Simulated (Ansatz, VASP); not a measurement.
**One calculation of Cu, two programs**

File POSCAR:

```
Cu
1.0
    0.0000000000      1.7887153358      1.7887153358
    1.7887153358      0.0000000000      1.7887153358
    1.7887153358      1.7887153358      0.0000000000
Cu
1
Direct
    0.0000000000      0.0000000000      0.0000000000
```

The input INCAR.step1:

```
PREC = Accurate ; ENCUT = 520
ISMEAR = -1 ; SIGMA = 0.05
LREAL = False ; LASPH = True
NELM = 60 ; NBANDS = 12
GGA = PE ; ALGO = Normal
EDIFF = 1E-4 ; LWAVE = True
LCHARG = False
```

File INCAR.step2:

```
PREC = Accurate ; ENCUT = 520
EDIFF = 1E-8 ; ISMEAR = -1
SIGMA = 0.05 ; LREAL = False
LASPH = True ; NELM = 60
ALGO = Normal ; ISIF = 2
LWAVE = False ; LCHARG = False
METAGGA = R2SCAN ; LMIXTAU = True
LEFG = True ; NBANDS = 12
ISTART = 1
```

Contents of KPOINTS:

```
regular mesh
0
Gamma
  17 17 17
```

Input for Ansatz:

```yaml
crystal:
  lattice:
    - [0.0, 1.7887153358, 1.7887153358]
    - [1.7887153358, 0.0, 1.7887153358]
    - [1.7887153358, 1.7887153358, 0.0]
  atoms:
    - { symbol: Cu, position: [0.0, 0.0, 0.0] }
kpoints:
  mp_grid: { grid: [17, 17, 17] }
  band_path:
    path:
      - [0.0, 0.0, 0.0]
      - [0.5, 0.0, 0.5]
      - [0.625, 0.25, 0.625]
      - [0.375, 0.375, 0.75]
      - [0.0, 0.0, 0.0]
      - [0.5, 0.5, 0.5]
      - [0.5, 0.25, 0.75]
      - [0.5, 0.0, 0.5]
    npoints: 8
scf:
  occupations: { method: fermi_dirac, width: 0.05 }
hamiltonian:
  xc: r2scan
  pseudopotentials: { kind: paw }
output:
  forces: true
  stress: true
  eigenvalues: true
  efg: { contact_densities: true }
  populations: true
  bader: true
  dos: { projected: true, de: 0.2, e_range: [-14, 8] }
```

Alike in both runs: task electric field gradients; functional r2SCAN; k mesh 17 × 17 × 17; occupations fermi-dirac, width 0.05 eV; no spin polarisation.

|  | VASP | Ansatz |
| --- | --- | --- |
| version | VASP 6.6.1 | Ansatz 0.2.0 |
| potentials or method | VASP PAW PBE potentials, release 64 (Cu) | PAW with Ansatz's default frozen-core files, scalar-relativistic |
| plane-wave cutoff (eV) | 520 | 500 |
| valence electrons in the cell | 11 | 19 |

```tsv
	VASP	Ansatz	Ansatz less VASP
pressure (GPa)	0.4	-0.3	-0.66
```

VASP's potentials were made for PBE, not for r2SCAN. VASP's potentials hold 11 valence electrons a cell and Ansatz's 19, so a difference there can come from the potentials and not from the codes.
